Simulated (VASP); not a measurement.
# BeH3 (Pm-3m) in VASP: further runs

Runs on BeH3. Level: PBE. Tasks: single point, relaxation of cell and atoms.

Everything below comes from runs of VASP 6.6.1. Logs are shortened: lines on timing, memory, paths and dates and some standing lists are left out, and cuts for length are marked.

### 1 The cell of the first run

The structure is cubic, space group Pm-3m (No. 221). The conventional cell has a = 2.570 Å, b = 2.570 Å, c = 2.570 Å, α = 90.00°, β = 90.00°, γ = 90.00°. Be (site symmetry m-3m) has 12 H at 1.82 Å within 2.4 Å. Within 2.4 Å of H (site symmetry 4/mmm) lie 4 Be at 1.82 Å and 8 H at 1.82 Å.

### 2 Single point, PBE

Contents of INCAR:

```
SYSTEM = BeH3
PREC = Accurate ; ENCUT = 520
EDIFF = 1E-6 ; ISMEAR = 0
SIGMA = 0.1 ; LREAL = .False.
LASPH = .True. ; NELM = 60
ALGO = Normal ; ISIF = 2
LWAVE = .False. ; LCHARG = .False.
GGA = PE ; NBANDS = 10
```

Contents of KPOINTS:

```
Automatic mesh
0
Gamma
  6 6 6
  0 0 0
```

Contents of POSCAR:

```
BeH3
1.0
    2.5700431603      0.0000000000      0.0000000000
    0.0000000000      2.5700431603      0.0000000000
    0.0000000000      0.0000000000      2.5700431603
Be H
1 3
Direct
    0.0000000000      0.0000000000      0.0000000000
    0.0000000000      0.5000000000      0.5000000000
    0.5000000000      0.0000000000      0.5000000000
    0.5000000000      0.5000000000      0.0000000000
```

Potentials or basis: VASP PAW PBE potentials, release 64 (Be, H).

Launch:

```console
> cat potpaw_PBE.64/Be/POTCAR potpaw_PBE.64/H/POTCAR > POTCAR
> mpirun -np 1 vasp_std > vasp.out
```

OUTCAR:

```text
SYSTEM = BeH3
   PREC = Accurate
   ENCUT = 520
   EDIFF = 1E-6
   ISMEAR = 0
   LREAL = .False.
   LASPH = .True.
   NELM = 60
   ISIF = 2
   GGA = PE

 ion  position               nearest neighbor table
   1  0.000  0.000  0.000-
   2  0.000  0.500  0.500-
   3  0.500  0.000  0.500-
   4  0.500  0.500  0.000-

  LATTYP: Found a simple cubic cell.
 ALAT       =     2.5700431603

  Lattice vectors:

 A1 = (   2.5700431603,   0.0000000000,   0.0000000000)
 A2 = (   0.0000000000,   2.5700431603,   0.0000000000)
 A3 = (   0.0000000000,   0.0000000000,   2.5700431603)

Analysis of symmetry for initial positions (statically):
=====================================================================
 Subroutine PRICEL returns:
 Original cell was already a primitive cell.

 Routine SETGRP: Setting up the symmetry group for a
 simple cubic supercell.

 Subroutine GETGRP returns: Found 48 space group operations
 (whereof 48 operations were pure point group operations)
 out of a pool of 48 trial point group operations.

The static configuration has the point symmetry O_h .

Analysis of symmetry for dynamics (positions and initial velocities):
=====================================================================
 Subroutine PRICEL returns:
 Original cell was already a primitive cell.

 Routine SETGRP: Setting up the symmetry group for a
 simple cubic supercell.

 Subroutine GETGRP returns: Found 48 space group operations
 (whereof 48 operations were pure point group operations)
 out of a pool of 48 trial point group operations.

The dynamic configuration has the point symmetry O_h .

 Subroutine INISYM returns: Found 48 space group operations
 (whereof 48 operations are pure point group operations),
 and found     1 'primitive' translations

----------------------------------------------------------------------------------------

                                     Primitive cell

  volume of cell :      16.9754

  direct lattice vectors                    reciprocal lattice vectors
     2.570043160  0.000000000  0.000000000     0.389098524  0.000000000  0.000000000
     0.000000000  2.570043160  0.000000000     0.000000000  0.389098524  0.000000000
     0.000000000  0.000000000  2.570043160     0.000000000  0.000000000  0.389098524

  length of vectors
     2.570043160  2.570043160  2.570043160     0.389098524  0.389098524  0.389098524

  position of ions in fractional coordinates (direct lattice)
     0.000000000  0.000000000  0.000000000
[... 86 lines left out ...]
   TEBEG  =    0.0;   TEEND  =   0.0 temperature during run
   PSTRESS=    0.0 pullay stress
   NELECT =       5.0000    total number of electrons
   NUPDOWN=      -1.0000    fix difference up-down
   EMIN   =  10.00;   EMAX   =-10.00  energy-range for DOS
   EFERMI =   0.00;   METHOD = LEGACY
   ISMEAR =     0;   SIGMA  =   0.10  broadening in eV -4-tet -1-fermi 0-gaus
   EFERMI_NEDOS =   21; number of points for ismear=-14 and -15
   IALGO  =     38    algorithm
   IMIX   =      4    mixing-type and parameters
     AMIX     =   0.40;   BMIX     =  1.00
     AMIX_MAG =   1.60;   BMIX_MAG =  1.00
  volume/ion in A,a.u.               =       4.24        28.64
  Fermi-wavevector in a.u.,A,eV,Ry     =   1.089242  2.058369 16.142610  1.186448
  Thomas-Fermi vector in A             =   2.225441
   LORBIT       =      0    0 simple, 1 ext, 2 COOP (PROOUT), +10 PAW based schemes
   GGA     = PE    functional components
   LHFCALC =     F    Hartree Fock is set to
   AEXX    =    0.0000 exact exchange contribution
   IVDW    =     0    specifies the selected vdW correction
   LEPSILON=     F    determine dielectric tensor
   LRPA    =     F    only Hartree local field effects (RPA)
 non-spin polarized calculation
 Gauss-broadening in eV      SIGMA  =   0.10
  energy-cutoff  :      520.00
  volume of cell :       16.98
 maximum number of plane-waves:       480
 NGX is ok and might be reduce to    20
   NGX =  9   NGY =  9   NGZ =  9

 number of electron       5.0000003 magnetization

 Free energy of the ion-electron system (eV)
  ---------------------------------------------------
  ext. energy  EPLUGINS =         0.00000000
  ---------------------------------------------------
  free energy    TOTEN  =       -11.18417493 eV

  energy without entropy =      -11.17888685  energy(sigma->0) =      -11.18153089

 E-fermi :   4.2863     XC(G=0): -10.7098

 val. band max:        4.2756562096   @ k =   0.5000   0.3333   0.3333
 cond. band min:       5.3199910505   @ k =   0.5000   0.5000   0.0000
 fundamental gap:      1.0443348409
 Fermi energy:         4.2862865729

 k-point     1 :       0.0000    0.0000    0.0000
  band No.  band energies     occupation
      1      -9.4978      2.00000
      2       7.7615      0.00000
      3       7.7615      0.00000
      4      11.1666      0.00000
      5      11.1666      0.00000
      6      11.1666      0.00000
      7      17.9151      0.00000
      8      30.1309      0.00000
      9      30.1310      0.00000
     10      30.8234      0.00000
[... 235 lines left out ...]
 k-point    20 :       0.5000    0.5000    0.5000
  band No.  band energies     occupation
      1       3.1735      2.00000
      2       3.1735      2.00000
      3       3.1735      2.00000
      4       5.6850      0.00000
      5       5.6850      0.00000
      6       5.6850      0.00000
      7      11.8755      0.00000
      8      13.3934      0.00000
      9      39.8779      0.00000
     10      39.8779      0.00000

------------------------ aborting loop because EDIFF is reached ----------------------------------------

  FORCE on cell =-STRESS in cart. coord.  units (eV):
  Direction    XX          YY          ZZ          XY          YZ          ZX
  --------------------------------------------------------------------------------------
  -------------------------------------------------------------------------------------
  Total       -0.0429692     -0.0429692     -0.0429692      0.0000000      0.0000000      0.0000000
  in kB       -4.0555249     -4.0555249     -4.0555249      0.0000000      0.0000000      0.0000000
  external PRESSURE =      -4.0555249 kB  Pullay stress =       0.0000000 kB

 VOLUME and BASIS-vectors are now :
 -----------------------------------------------------------------------------
  energy-cutoff  :      520.00
  volume of cell :       16.98
      direct lattice vectors                 reciprocal lattice vectors
     2.570043160  0.000000000  0.000000000     0.389098524  0.000000000  0.000000000
     0.000000000  2.570043160  0.000000000     0.000000000  0.389098524  0.000000000
     0.000000000  0.000000000  2.570043160     0.000000000  0.000000000  0.389098524

 POSITION                                       TOTAL-FORCE (eV/Angst)
 -----------------------------------------------------------------------------------
      0.00000      0.00000      0.00000         0.000000      0.000000      0.000000
      0.00000      1.28502      1.28502         0.000000      0.000000      0.000000
      1.28502      0.00000      1.28502         0.000000      0.000000      0.000000
      1.28502      1.28502      0.00000         0.000000      0.000000      0.000000
 -----------------------------------------------------------------------------------
    total drift:                                0.000000      0.000000      0.000000

  FREE ENERGIE OF THE ION-ELECTRON SYSTEM (eV)
  ---------------------------------------------------
  free  energy   TOTEN  =       -11.1841749327 eV

  energy  without entropy=      -11.1788868480  energy(sigma->0) =      -11.18153089
```

Wall time 8 s (1 thread of AMD EPYC 7R13, shared host); peak memory 0.09 GiB.

What came out:

```yaml
Free_energy: -11.1842 eV
Pressure: -0.4 GPa
```

Levels at points of the mesh, in eV from the Fermi level:
```csv
k point,band 1,band 2,band 3,band 4,band 5,band 6,band 7,band 8
"(0.00, 0.00, 0.00)",-13.78,3.48,3.48,6.88,6.88,6.88,13.63,25.84
"(0.50, 0.00, 0.00)",-9.87,-7.63,5.66,9.90,9.90,13.27,14.01,15.48
"(0.50, 0.50, 0.00)",-5.42,-5.42,-3.54,1.03,12.39,13.10,13.10,18.67
"(0.50, 0.50, 0.50)",-1.11,-1.11,-1.11,1.40,1.40,1.40,7.59,9.11
```

Caveat: the k points lie up to 0.41 Å⁻¹ apart.

### 3 Relaxation of cell and atoms, PBE

This run uses another cell than the first one, of 6.30 Å³/atom, 1.485 times its volume.

Contents of INCAR:

```
SYSTEM = BeH3
PREC = Accurate
ENCUT = 600
EDIFF = 1E-6
ISMEAR = 0
SIGMA = 0.1
LREAL = .False.
LASPH = .True.
NELM = 80
ALGO = Normal
ISIF = 3
LWAVE = .False.
LCHARG = .False.
GGA = PE
IBRION = 2
NSW = 90
EDIFFG = -0.04
```

Contents of KPOINTS:

```
regular mesh
0
Gamma
  6 6 6
  0 0 0
```

Contents of POSCAR:

```
BeH3
1.0
    2.9320737356      0.0000000000      0.0000000000
    0.0000000000      2.9320737356      0.0000000000
    0.0000000000      0.0000000000      2.9320737356
Be H
1 3
Direct
    0.0000000000      0.0000000000      0.0000000000
    0.0000000000      0.5000000000      0.5000000000
    0.5000000000      0.0000000000      0.5000000000
    0.5000000000      0.5000000000      0.0000000000
```

Potentials or basis: VASP PAW PBE potentials, release 64 (Be, H).

Launch:

```console
> cat potpaw_PBE.64/Be/POTCAR potpaw_PBE.64/H/POTCAR > POTCAR
> mpirun -np 1 vasp_std > vasp.out
```

It took 32 s on 1 thread of AMD EPYC 7R13, shared host; peak memory 0.11 GiB.

Results (log left out):

```
Free energy                            : -11.1867 eV
Relaxed volume                         : 4.24 Å³/atom
Relaxed cell                           : a = 2.569 Å, b = 2.569 Å, c = 2.569 Å, α = 90.00°, β = 90.00°, γ = 90.00°
Space group after relaxing (to 0.05 Å) : Pm-3m (No. 221)
Energy gained by relaxing              : 197.4 meV/atom
Ionic steps                            : 6
Pressure after relaxing                : 0.0 GPa
```

The path:
```csv
step,energy change (eV),largest force (eV/Å),pressure (GPa),volume (Å³)
1,0.0000,0.0000,-23.21,25.21
2,-0.4264,0.0000,-19.10,22.02
3,-0.7417,0.0000,-8.84,18.58
4,-0.2680,0.0000,49.38,12.81
5,-0.7876,0.0000,-2.04,17.28
6,-0.7896,0.0000,0.04,16.95
```

Final structure:
```yaml
crystal:
  lattice:
    - [2.56859, 0.00000, 0.00000]
    - [0.00000, 2.56859, 0.00000]
    - [0.00000, 0.00000, 2.56859]
  atoms:
    - { symbol: Be, position: [0.00000, 0.00000, 0.00000] }
    - { symbol: H, position: [0.00000, 0.50000, 0.50000] }
    - { symbol: H, position: [0.50000, 0.00000, 0.50000] }
    - { symbol: H, position: [0.50000, 0.50000, 0.00000] }
```

Levels at points of the mesh, in eV from the Fermi level:
```tsv
k point	band 1	band 2	band 3	band 4	band 5	band 6
(0.00, 0.00, 0.00)	-13.80	3.48	3.48	6.89	6.89	6.89
(0.50, 0.00, 0.00)	-9.89	-7.64	5.66	9.92	9.92	13.30
(0.50, 0.50, 0.00)	-5.43	-5.43	-3.55	1.04	12.41	13.12
(0.50, 0.50, 0.50)	-1.11	-1.11	-1.11	1.40	1.40	1.40
```

Caveat: the volume moved by over 15 % at a fixed basis, so the end points are rough.
